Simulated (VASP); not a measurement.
# MgO (P4/nmm) in VASP: single point with PBE

Aim: the single point of MgO with PBE.

Program: VASP 6.6.1. These are calculated values, not measurements. Logs are shortened: lines on timing, memory, paths and dates and some standing lists are left out, and cuts for length are marked.

**1. The cell of the first run**

Symmetry: P4/nmm, No. 129, tetragonal system. The conventional cell has a = 3.020 Å, b = 3.020 Å, c = 4.270 Å, α = 90.00°, β = 90.00°, γ = 90.00°. Mg (site symmetry 4mm) has 6 O at 2.03 to 2.24 Å within 2.7 Å. O (site symmetry 4mm) has 6 Mg at 2.03 to 2.24 Å within 2.7 Å.

**2. Single point, PBE (mode 12 (519.3 1/cm) frozen in, largest displacement -0.120 Å)**

Contents of INCAR:

```
  PREC = Accurate
  ENCUT = 520
  EDIFF = 1E-6
  ISMEAR = 0
  SIGMA = 0.05
  LREAL = False
  LASPH = True
  NELM = 80
  ALGO = Normal
  ISIF = 2
  LWAVE = False
  LCHARG = False
  GGA = PE
  NBANDS = 16
```

Contents of KPOINTS:

```
Automatic mesh
0
Gamma
  8 8 6
```

Contents of POSCAR:

```
MgO
1.0
    0.0000000000     -2.1351500000     -2.1351500000
    0.0000000000      2.1351500000     -2.1351500000
    4.2703000000      0.0000000000      0.0000000000
Mg O
2 2
Direct
    0.5000000000      0.5000000000      0.5033690219
    0.0000000000      0.0000000000     -0.0033690219
    0.5000000000      0.5000000000      0.0281010702
    0.0000000000      0.0000000000      0.4718989298
```

Potentials or basis: VASP PAW PBE potentials, release 64 (Mg, O).

Launch:

```
> cat potpaw_PBE.64/Mg/POTCAR potpaw_PBE.64/O/POTCAR > POTCAR
> mpirun -np 1 vasp_std > vasp.out
```

OUTCAR:

```text
PREC = Accurate
   ENCUT = 520
   EDIFF = 1E-6
   ISMEAR = 0
   LREAL = False
   LASPH = True
   NELM = 80
   ISIF = 2
   GGA = PE

 ion  position               nearest neighbor table
   1  0.500  0.500  0.503-   3 2.03   4 2.14   4 2.14   4 2.14   4 2.14   3 2.24   2 3.00   2 3.00
                             2 3.00   2 3.00   2 3.04   2 3.04   2 3.04   2 3.04
   2  0.000  0.000  0.997-   4 2.03   3 2.14   3 2.14   3 2.14   3 2.14   4 2.24   1 3.00   1 3.00
                             1 3.00   1 3.00   1 3.04   1 3.04   1 3.04   1 3.04
   3  0.500  0.500  0.028-   1 2.03   2 2.14   2 2.14   2 2.14   2 2.14   1 2.24
   4  0.000  0.000  0.472-   2 2.03   1 2.14   1 2.14   1 2.14   1 2.14   2 2.24

  LATTYP: Found a simple tetragonal cell.
 ALAT       =     3.0195580877
 C/A-ratio  =     1.4142135624

  Lattice vectors:

 A1 = (   0.0000000000,  -2.1351500000,  -2.1351500000)
 A2 = (   0.0000000000,   2.1351500000,  -2.1351500000)
 A3 = (   4.2703000000,   0.0000000000,   0.0000000000)

Analysis of symmetry for initial positions (statically):
=====================================================================
 Subroutine PRICEL returns:
 Original cell was already a primitive cell.

 Routine SETGRP: Setting up the symmetry group for a
 simple tetragonal supercell.

 Subroutine GETGRP returns: Found 16 space group operations
 (whereof  8 operations were pure point group operations)
 out of a pool of 16 trial point group operations.

The static configuration has the point symmetry C_4v.
 The point group associated with its full space group is D_4h.

Analysis of symmetry for dynamics (positions and initial velocities):
=====================================================================
 Subroutine PRICEL returns:
 Original cell was already a primitive cell.

 Routine SETGRP: Setting up the symmetry group for a
 simple tetragonal supercell.

 Subroutine GETGRP returns: Found 16 space group operations
 (whereof  8 operations were pure point group operations)
 out of a pool of 16 trial point group operations.

The dynamic configuration has the point symmetry C_4v.
 The point group associated with its full space group is D_4h.

 Subroutine INISYM returns: Found 16 space group operations
 (whereof  8 operations are pure point group operations),
 and found     1 'primitive' translations

----------------------------------------------------------------------------------------

                                     Primitive cell
[... 93 lines left out ...]
   ENCUT  =  520.0 eV  38.22 Ry    6.18 a.u.   5.61  5.61  7.94*2*pi/ulx,y,z
   NELM   =     80;   NELMIN=  2; NELMDL= -5     # of ELM steps
   EDIFF  = 0.1E-05   stopping-criterion for ELM
   LREAL  =      F    real-space projection
   EDIFFG = 0.1E-04   stopping-criterion for IOM
   NSW    =      0    number of steps for IOM
   IBRION =     -1    ionic relax: 0-MD 1-quasi-New 2-CG
   NFREE  =      0    steps in history (QN), initial steepest desc. (CG)
   ISIF   =      2    stress and relaxation
   ISYM   =      2    0-nonsym 1-usesym 2-fastsym
   POTIM  = 0.5000    time-step for ionic-motion
   TEBEG  =    0.0;   TEEND  =   0.0 temperature during run
   PSTRESS=    0.0 pullay stress
   NELECT =      16.0000    total number of electrons
   NUPDOWN=      -1.0000    fix difference up-down
   EMIN   =  10.00;   EMAX   =-10.00  energy-range for DOS
   EFERMI =   0.00;   METHOD = LEGACY
   ISMEAR =     0;   SIGMA  =   0.05  broadening in eV -4-tet -1-fermi 0-gaus
   EFERMI_NEDOS =   21; number of points for ismear=-14 and -15
   IALGO  =     38    algorithm
   IMIX   =      4    mixing-type and parameters
     AMIX     =   0.40;   BMIX     =  1.00
     AMIX_MAG =   1.60;   BMIX_MAG =  1.00
  volume/ion in A,a.u.               =       9.73        65.69
  Fermi-wavevector in a.u.,A,eV,Ry     =   1.217119  2.300022 20.155386  1.481379
  Thomas-Fermi vector in A             =   2.352450
   LORBIT       =      0    0 simple, 1 ext, 2 COOP (PROOUT), +10 PAW based schemes
   GGA     = PE    functional components
   LHFCALC =     F    Hartree Fock is set to
   AEXX    =    0.0000 exact exchange contribution
   IVDW    =     0    specifies the selected vdW correction
   LEPSILON=     F    determine dielectric tensor
   LRPA    =     F    only Hartree local field effects (RPA)
 non-spin polarized calculation
 Gauss-broadening in eV      SIGMA  =   0.05
  energy-cutoff  :      520.00
  volume of cell :       38.94
 maximum number of plane-waves:      1088
 NGX is ok and might be reduce to    24
   NGX = 11   NGY = 11   NGZ = 15

 number of electron      16.0000000 magnetization

 Free energy of the ion-electron system (eV)
  ---------------------------------------------------
  ext. energy  EPLUGINS =         0.00000000
  ---------------------------------------------------
  free energy    TOTEN  =       -23.58081815 eV

  energy without entropy =      -23.58081815  energy(sigma->0) =      -23.58081815

 E-fermi :   3.2682     XC(G=0): -10.8878

 val. band max:        2.9683411609   @ k =   0.0000   0.0000   0.0000
 cond. band min:       7.0568060789   @ k =   0.0000   0.0000   0.0000
 fundamental gap:      4.0884649180
 Fermi energy:         3.2681964640

 k-point     1 :       0.0000    0.0000    0.0000
  band No.  band energies     occupation
      1     -14.1767      2.00000
      2     -12.6811      2.00000
      3      -1.0176      2.00000
      4       1.5923      2.00000
      5       1.5923      2.00000
      6       2.8139      2.00000
[... 433 lines left out ...]
      3      -0.7723      2.00000
      4      -0.7723      2.00000
      5       1.3665      2.00000
      6       1.3665      2.00000
[... 8 lines left out ...]
     15      19.5629      0.00000
     16      19.5629      0.00000

 [... further k-points ...]
[... 5 lines left out ...]
  --------------------------------------------------------------------------------------
  -------------------------------------------------------------------------------------
  Total        0.0045736     -0.3819585     -0.3819585      0.0000000      0.0000000     -0.0000000
  in kB        0.1882017    -15.7174319    -15.7174319      0.0000000      0.0000000     -0.0000000
  external PRESSURE =     -10.4155540 kB  Pullay stress =       0.0000000 kB

 VOLUME and BASIS-vectors are now :
 -----------------------------------------------------------------------------
  energy-cutoff  :      520.00
  volume of cell :       38.94
      direct lattice vectors                 reciprocal lattice vectors
     0.000000000 -2.135150000 -2.135150000     0.000000000 -0.234175585 -0.234175585
     0.000000000  2.135150000 -2.135150000     0.000000000  0.234175585 -0.234175585
     4.270300000  0.000000000  0.000000000     0.234175585  0.000000000  0.000000000

 POSITION                                       TOTAL-FORCE (eV/Angst)
 -----------------------------------------------------------------------------------
      2.14954      0.00000     -2.13515        -0.311935     -0.000000     -0.000000
      4.25591      0.00000      0.00000         0.311935      0.000000      0.000000
      0.12000      0.00000     -2.13515        -1.968687      0.000000      0.000000
      2.01515      0.00000      0.00000         1.968687     -0.000000     -0.000000
 -----------------------------------------------------------------------------------
    total drift:                                0.000000     -0.000000      0.000000

  FREE ENERGIE OF THE ION-ELECTRON SYSTEM (eV)
  ---------------------------------------------------
  free  energy   TOTEN  =       -23.5808181457 eV

  energy  without entropy=      -23.5808181457  energy(sigma->0) =      -23.58081815
```

stdout:

```text
POSCAR found type information on POSCAR MgO
 POSCAR found :  2 types and       4 ions
 scaLAPACK will be used
 LDA part: xc-table for (Slater+PW92), standard interpolation
 POSCAR, INCAR and KPOINTS ok, starting setup
 FFT: planning ... GRIDC
 FFT: planning ... GRID_SOFT
 FFT: planning ... GRID
 WAVECAR not read
 entering main loop
```

It took 45 s on 1 thread of AMD EPYC 7R43 (Zen 3), shared host; peak memory 0.13 GiB.

What came out:

```
Free energy            : -23.5808 eV
Pressure               : -1.0 GPa
Largest force          : 1.969 eV/Å
Band gap on the k mesh : 4.09 eV
```

Forces on the atoms (eV/Å):
```
Mg  -0.312  0.000  0.000
Mg   0.312  0.000  0.000
O   -1.969  0.000  0.000
O    1.969  0.000  0.000
```

Levels at points of the mesh, in eV from the valence-band top:
| k point | band 5 | band 6 | band 7 | band 8 | band 9 | band 10 | band 11 | band 12 |
| --- | --- | --- | --- | --- | --- | --- | --- | --- |
| (0.00, 0.00, 0.00) | -1.38 | -0.15 | 0.00 | 0.00 | 4.09 | 8.98 | 9.58 | 12.59 |
| (0.50, 0.00, 0.00) | -1.95 | -1.95 | -0.65 | -0.65 | 8.52 | 8.52 | 11.52 | 11.52 |
| (0.50, 0.50, 0.00) | -1.37 | -1.37 | -1.27 | -1.27 | 8.58 | 8.58 | 9.35 | 9.35 |
| (0.00, 0.00, 0.50) | -0.98 | -0.98 | -0.51 | -0.51 | 6.91 | 8.08 | 10.90 | 11.05 |
| (0.50, 0.00, 0.50) | -0.65 | -0.65 | -0.65 | -0.65 | 7.26 | 7.26 | 12.16 | 12.16 |
| (0.50, 0.50, 0.50) | -2.54 | -2.54 | -1.78 | -1.78 | 9.97 | 9.97 | 11.40 | 11.40 |

Caveat: the cell differs from its parent crystal (mode 12 (519.3 1/cm) frozen in, largest displacement -0.120 Å); forces of over 1 eV/Å act on the atoms, so gaps and moduli don't describe the material at rest.
